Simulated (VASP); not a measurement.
Input of a VASP 6.6.1 run:

The input INCAR:

```
ALGO     = Normal         # electronic algorithm
EDIFF    = 1E-6           # SCF threshold, eV
ENCUT    = 520            # plane-wave cutoff, eV
GGA      = PS             # functional
ISIF     = 2              # what is computed and relaxed
ISMEAR   = 0              # smearing method
IVDW     = 12             # dispersion correction
LASPH    = True           # aspherical terms in the spheres
LCHARG   = False          # write CHGCAR
LREAL    = False          # projectors in reciprocal space
LWAVE    = False          # write WAVECAR
NBANDS   = 14             # bands
NELM     = 60             # most SCF steps
PREC     = Accurate       # precision mode
SIGMA    = 0.15           # smearing width, eV
```

File KPOINTS:

```
k-points
0
Gamma
  18 18 6
```

Contents of POSCAR:

```
Al
1.0
    2.8661000000      0.0000000000      0.0000000000
   -1.4330500000      2.4821154098      0.0000000000
    0.0000000000      0.0000000000      7.2065000000
Al
4
Direct
    0.0000000000      0.0000000000      0.0000000000
    0.3333333333      0.6666666667      0.2500000000
    0.0000000000      0.0000000000      0.5000000000
    0.6666666667      0.3333333333      0.7500000000
```

Potentials or basis: VASP PAW PBE potentials, release 64 (Al).

The run is started by

```bash
$ cat potpaw_PBE.64/Al/POTCAR > POTCAR
$ mpirun -np 1 vasp_std > vasp.out
```

(1) Estimate the pressure.

(2) Predict the band gap on the k mesh.

Results:

(1) 38.4 GPa.

(2) zero (band 6 reaches 19.07 eV, above the bottom of band 7 at 8.20 eV).

Caveat: the PAW data sets were made with another functional, which shifts forces and pressure a little; pairwise dispersion overbinds metals, which lowers pressure and volume.
